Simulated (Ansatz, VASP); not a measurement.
Two plane-wave programs on Li3B4

```
Li B
1.0
    -2.16465    2.16465    3.27733
     2.16465   -2.16465    3.27733
     2.16465    2.16465   -3.27733
Li B
3 4
Cartesian
  0.0000 0.0000 4.4815
  0.0000 0.0000 2.0732
  0.0000 0.0000 0.0000
  0.0000 2.1646 1.6387
  2.1646 0.0000 1.6387
  0.0000 2.1646 0.0000
  2.1646 0.0000 0.0000
```

Alike in both runs: task single point; functional PBE; k mesh 6 × 6 × 6; occupations gaussian, width 0.1 eV; no spin polarisation.

```csv
,VASP,Ansatz
version,VASP 6.6.1,Ansatz 0.2.0
potentials or method,"VASP PAW PBE potentials, release 64 (Li_sv, B), cutoff 520 eV","scalar-relativistic, plane waves, PAW"
valence electrons in the cell,21,21
```

|  | VASP | Ansatz | Ansatz less VASP |
| --- | --- | --- | --- |
| gap on the k mesh at the Fermi level (eV) | none | none | - |
| rms of the force components (eV/Å) | 0.265 | 0.265 | -0.0002 |

Atom by atom the forces differ by 0.000 eV/Å (rms over components). A gap of «none» marks a metal or a gap that the smearing closes.

Noted on VASP's run: the cutoff is short for stress, so the pressure is rough.
